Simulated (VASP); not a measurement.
Wanted: the native input for a VASP 6.6.1 run.

```yaml
Task: single point
Functional: PBE
Dispersion: D3(BJ)
Potentials_or_basis: VASP PAW PBE potentials, release 64 (Ag, Cl, H)
Cutoff: 520 eV
k_mesh: 7 × 7 × 1
Occupations: gaussian, width 0.05 eV
Spin: collinear spin, ferromagnetic start
Starting_moments: "[0.0, 0.0, 0.0, 0.0, 1.0] μB"
Dipole_correction: yes
Further_INCAR_settings: ALGO = Normal; EDIFF = 1e-06; NBANDS = 30
```

The structure of Ag2HCl2 lies in POSCAR:

```
Ag2HCl2
1.0
    3.8966246593      0.0000000000      0.0000000000
    0.0000000000      3.8966246593      0.0000000000
    0.0000000000      0.0000000000     20.1478735173
Ag Cl H
2 2 1
Direct
    0.0000000000      0.0000000000      0.1985321179
    0.5000000000      0.5000000000      0.3337564577
    0.5000000000      0.5000000000      0.1985321179
    0.0000000000      0.0000000000      0.3398807081
    0.0000000000      0.1250000000      0.4639632817
```

The input as run:

INCAR

```
SYSTEM = Ag2HCl2
PREC = Accurate ; ENCUT = 520
EDIFF = 1E-6 ; ISMEAR = 0
SIGMA = 0.05 ; LREAL = .FALSE.
LASPH = .TRUE. ; NELM = 150
ALGO = Normal ; ISIF = 2
LWAVE = .FALSE. ; LCHARG = .FALSE.
ISPIN = 2 ; MAGMOM = 0 0 0 0 1
LORBIT = 11 ; LMAXMIX = 4
LDIPOL = .TRUE. ; IDIPOL = 3
DIPOL = 0.5 0.5 0.307 ; GGA = PE
IVDW = 12 ; NBANDS = 30
```

KPOINTS

```
regular mesh
0
G
  7 7 1
  0 0 0
```

Potentials or basis: VASP PAW PBE potentials, release 64 (Ag, Cl, H).

Run with:

```bash
$ cat potpaw_PBE.64/Ag/POTCAR potpaw_PBE.64/Cl/POTCAR potpaw_PBE.64/H/POTCAR > POTCAR
$ mpirun -np 1 vasp_std > vasp.out
```

It gave:

```
Largest force                                         : 0.265 eV/Å
Band gap on the k mesh                                : 1.03 eV, indirect (least direct gap 2.12 eV)
Net moment                                            : 1.00 μB per cell
Site moments                                          : Ag +0.01, +0.00; Cl +0.00, +0.04; H +0.37 μB
Valence electrons inside the program's atomic spheres : Ag 9.68, 9.69; Cl 5.07; H 0.38
Dispersion energy per atom                            : -0.183 eV
```

Run time: 11 min on 1 thread of Intel(R) Xeon(R) Platinum 8259CL CPU @ 2.50GHz (Skylake/Cascade Lake) (shared host), peak memory 0.59 GiB.
